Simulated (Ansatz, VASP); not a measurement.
One calculation of BeTe, two programs

```xyz
2
Lattice="0.0000 2.7700 2.7700 2.7700 0.0000 2.7700 2.7700 2.7700 0.0000" Properties=species:S:1:pos:R:3 pbc="T T T"
Be    0.0000    0.0000    0.0000
Te    4.1550    4.1550    4.1550
```

Alike in both runs: task single point; functional revPBE; k mesh 8 × 8 × 8; occupations gaussian, width 0.05 eV; no spin polarisation.

```csv
,VASP,Ansatz
version,VASP 6.6.1,Ansatz 0.2.0
potentials or method,"VASP PAW PBE potentials, release 64 (Be, Te), cutoff 600 eV","scalar-relativistic, plane waves, PAW"
valence electrons in the cell,8,18
```

```csv
,VASP,Ansatz,Ansatz less VASP
gap on the k mesh at the Fermi level (eV),1.91,1.93,+0.017
least direct gap on the mesh (eV),3.59,3.61,+0.023
pressure (GPa),5.7,5.6,-0.14
```

VASP's potentials were made for PBE, not for revPBE. VASP's potentials hold 8 valence electrons a cell and Ansatz's 18, so a difference there can come from the potentials and not from the codes.

Neither program's run includes spin-orbit coupling.
